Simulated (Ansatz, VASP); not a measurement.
# Two plane-wave programs on K3LaTe2O9

```
K La Te O
1.0
     6.05890    0.00000    0.00000
    -3.02945    5.24716    0.00000
     0.00000    0.00000   15.02400
K La Te O
6 2 4 18
Direct
  0.00000 0.00000 0.75000
  0.00000 0.00000 0.25000
  0.33333 0.66667 0.61304
  0.66667 0.33333 0.11304
  0.33333 0.66667 0.88696
  0.66667 0.33333 0.38696
  0.00000 0.00000 0.50000
  0.00000 0.00000 0.00000
  0.66667 0.33333 0.65552
  0.33333 0.66667 0.15552
  0.66667 0.33333 0.84448
  0.33333 0.66667 0.34448
  0.94774 0.47387 0.75000
  0.47387 0.94774 0.25000
  0.52613 0.47387 0.75000
  0.05226 0.52613 0.25000
  0.52613 0.05226 0.75000
  0.47387 0.52613 0.25000
  0.35644 0.17822 0.59303
  0.17822 0.35644 0.09303
  0.82178 0.17822 0.59303
  0.64356 0.82178 0.09303
  0.82178 0.64356 0.59303
  0.17822 0.82178 0.09303
  0.82178 0.64356 0.90697
  0.64356 0.82178 0.40697
  0.82178 0.17822 0.90697
  0.17822 0.35644 0.40697
  0.35644 0.17822 0.90697
  0.17822 0.82178 0.40697
```

Alike in both runs: functional PBE; k mesh 4 × 4 × 2; occupations fermi-dirac, width 0.02 eV; no spin polarisation.

Ansatz relaxed the structure, and its values are those at the end. VASP's run is a single point on that final structure, the one shown.

|  | VASP | Ansatz |
| --- | --- | --- |
| version | VASP 6.6.1 | Ansatz 0.2.0 |
| potentials or method | VASP PAW PBE potentials, release 64 (K_sv, La, Te, O) | plane-wave PAW, scalar-relativistic |
| plane-wave cutoff (eV) | 520 | 420 |
| valence electrons in the cell | 208 | 248 |

Ansatz gave:

```
gap on the k mesh at the Fermi level (eV) : 2.90
pressure (GPa)                            : 3.8
rms of the force components (eV/Å)        : 0.002
```

Task: Estimate VASP's values.

Result: gap on the k mesh at the Fermi level (eV): 2.87; pressure (GPa): 3.7; rms of the force components (eV/Å): 0.034.

The functional is the same, so the differences come from potentials, cutoffs and numerics. VASP's potentials hold 208 valence electrons a cell and Ansatz's 248, so a difference there can come from the potentials and not from the codes. Ansatz's warnings: stress scf threshold loose.

Neither program's run includes spin-orbit coupling.
